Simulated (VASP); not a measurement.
# Se: single point with LDA

Se:

```xyz
3
Lattice="3.9535 0.0000 0.0000 -1.9767 3.4238 0.0000 0.0000 0.0000 5.1205" Properties=species:S:1:pos:R:3 pbc="T T T"
Se   -0.9711    3.4238    1.7068
Se    3.4507    0.8709    3.4137
Se    1.4739    2.5529    5.1205
```

```json
{
  "Program": "VASP 6.6.1",
  "Task": "single point",
  "Functional": "LDA",
  "Potentials or basis": "VASP PAW LDA potentials, release 64 (Se)",
  "Cutoff": "520 eV",
  "k mesh": "5 × 5 × 3",
  "Occupations": "fermi-dirac, width 0.05 eV",
  "Spin": "no spin polarisation"
}
```

```json
{
 "Pressure": "0.2 GPa",
 "Largest force": "0.075 eV/Å",
 "Band gap on the k mesh": "1.22 eV, indirect (least direct gap 1.62 eV)"
}
```

Forces in eV/Å, atoms in the order of the input:
```
Se   0.075  0.000  0.000
Se  -0.038  0.065  0.000
Se  -0.038 -0.065  0.000
```

Stress tensor (GPa, compression positive):
```
0.30 0.00 0.00
0.00 0.30 0.00
0.00 0.00 0.12
```

Levels at points of the mesh, in eV from the valence-band top:
```tsv
k point	band 6	band 7	band 8	band 9	band 10	band 11	band 12	band 13
(0.00, 0.00, 0.00)	-3.01	-1.54	-1.54	-0.25	1.76	1.76	2.43	6.61
```

Run time: 6 s on 1 thread of Intel(R) Xeon(R) 6975P-C (Granite Rapids), on a shared host, peak memory 0.15 GiB.

A k mesh can miss the band edges. Expect the measured gap to be larger: semilocal functionals such as LDA lack the derivative discontinuity.
